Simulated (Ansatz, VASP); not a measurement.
## NaRh2 in VASP and in Ansatz

```xyz
3
Lattice="4.5593 0.0000 0.0000 -2.2796 3.9484 0.0000 0.0000 0.0000 2.6620" Properties=species:S:1:pos:R:3 pbc="T T T"
Na    0.0000    0.0000    0.0000
Rh    0.0000    2.6323    1.3310
Rh    2.2796    1.3161    1.3310
```

Alike in both runs: functional PBE; k mesh 12 × 12 × 18; occupations gaussian, width 0.1 eV; no spin polarisation.

Ansatz relaxed the structure, and its values are those at the end. VASP's run is a single point on that final structure, the one shown.

```csv
,VASP,Ansatz
version,VASP 6.6.1,Ansatz 0.2.0
potentials or method,"VASP PAW PBE potentials, release 64 (Na_pv, Rh_pv), cutoff 500 eV","scalar-relativistic, plane waves, PAW"
valence electrons in the cell,37,43
```

|  | VASP | Ansatz | Ansatz less VASP |
| --- | --- | --- | --- |
| gap on the k mesh at the Fermi level (eV) | none | none | - |
| pressure (GPa) | 0.1 | 0.0 | -0.09 |

A gap of «none» marks a metal or a gap that the smearing closes. VASP's potentials hold 37 valence electrons a cell and Ansatz's 43, so a difference there can come from the potentials and not from the codes.
